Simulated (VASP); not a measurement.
Set up this calculation in VASP 6.6.1, as the native input.

- Task: single point
- Functional: PBE
- Potentials or basis: VASP PAW PBE potentials, release 64 (Al, N)
- Cutoff: 520 eV
- k mesh: 10 × 10 × 10
- Occupations: gaussian, width 0.05 eV
- Spin: no spin polarisation
- Dipole correction: no
- Further INCAR settings: ALGO = Normal; EDIFF = 1e-06; NBANDS = 11

The structure of AlN lies in POSCAR:

```
AlN
1.0
   -0.0427616011      2.1169152228      2.1169152228
    2.1169152228     -0.0427616011      2.1169152228
    2.1169152228      2.1169152228     -0.0427616011
Al N
1 1
Direct
    0.5000000000      0.5000000000      0.5000000000
    0.0000000000      0.0000000000      0.0000000000
```

One way to write it, as run:

INCAR

```
SYSTEM = AlN
  PREC = Accurate
  ENCUT = 520
  EDIFF = 1E-6
  ISMEAR = 0
  SIGMA = 0.05
  LREAL = .FALSE.
  LASPH = .TRUE.
  NELM = 60
  ALGO = Normal
  ISIF = 2
  LWAVE = .FALSE.
  LCHARG = .TRUE.
  GGA = PE
  LELF = .TRUE.
  LVHAR = .TRUE.
  NBANDS = 11
```

KPOINTS

```
regular mesh
0
G
  10 10 10
  0 0 0
```

Potentials or basis: VASP PAW PBE potentials, release 64 (Al, N).

Command:

```sh
$ cat potpaw_PBE.64/Al/POTCAR potpaw_PBE.64/N/POTCAR > POTCAR
$ mpirun -np 1 vasp_std > vasp.out
```

Results of the run:

The pressure is -27.7 GPa. The band gap on the k mesh is 2.83 eV, indirect (least direct gap 3.19 eV).

It took 6.4 s on 1 thread of Intel(R) Xeon(R) 6975P-C (Granite Rapids), with other jobs on the host, peak memory 0.14 GiB.
